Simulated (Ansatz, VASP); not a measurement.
# Na3Al in VASP and in Ansatz

The input INCAR:

```
SYSTEM = Na3Al
ALGO     = Normal         ! electronic algorithm
EDIFF    = 1E-7           ! SCF threshold, eV
ENCUT    = 520            ! plane-wave cutoff, eV
GGA      = PE             ! functional
ISIF     = 2              ! what is computed and relaxed
ISMEAR   = 1              ! smearing method
LASPH    = .True.         ! aspherical terms in the spheres
LCHARG   = .False.        ! write CHGCAR
LREAL    = .False.        ! projectors in reciprocal space
LWAVE    = .False.        ! write WAVECAR
NBANDS   = 20             ! bands
NELM     = 60             ! most SCF steps
PREC     = Accurate       ! precision mode
SIGMA    = 0.1            ! smearing width, eV
```

The input KPOINTS:

```
k-points
0
Gamma
  5 5 5
  0 0 0
```

Contents of POSCAR:

```
Na3Al
1.0
    0.0000000000      3.9081800268      3.9081800268
    3.9081800268      0.0000000000      3.9081800268
    3.9081800268      3.9081800268      0.0000000000
Na Al
3 1
Direct
    0.2500000000      0.2500000000      0.2500000000
    0.7500000000      0.7500000000      0.7500000000
    0.5000000000      0.5000000000      0.5000000000
    0.0000000000      0.0000000000      0.0000000000
```

Input for Ansatz:

```yaml
crystal:
  lattice:
    - [0.0, 3.9081800267956446, 3.9081800267956446]
    - [3.9081800267956446, 0.0, 3.9081800267956446]
    - [3.9081800267956446, 3.9081800267956446, 0.0]
  atoms:
    - { symbol: Na, position: [0.25, 0.25, 0.25] }
    - { symbol: Na, position: [0.75, 0.75, 0.75] }
    - { symbol: Na, position: [0.5, 0.5, 0.5] }
    - { symbol: Al, position: [0.0, 0.0, 0.0] }
basis:
  ecutwfc: 500.0
kpoints:
  mp_grid:
    grid: [5, 5, 5]
scf:
  convergence:
    dr2_threshold: 1.0e-08
  occupations:
    method: cold
    width: 0.1
output:
  stress: true
```

Alike in both runs: task single point; functional PBE; k mesh 5 × 5 × 5; no spin polarisation.

|  | VASP | Ansatz |
| --- | --- | --- |
| version | VASP 6.6.1 | Ansatz 0.2.0 |
| potentials or method | VASP PAW PBE potentials, release 64 (Na_pv, Al), cutoff 520 eV | plane waves, PAW |
| occupations | methfessel-paxton of order 1, width 0.1 eV | cold, width 0.1 eV |
| valence electrons in the cell | 24 | 30 |

|  | VASP | Ansatz | Ansatz less VASP |
| --- | --- | --- | --- |
| pressure (GPa) | -0.7 | -0.7 | 0.00 |

VASP's potentials hold 24 valence electrons a cell and Ansatz's 30, so a difference there can come from the potentials and not from the codes. Ansatz's warnings: stress scf threshold loose.
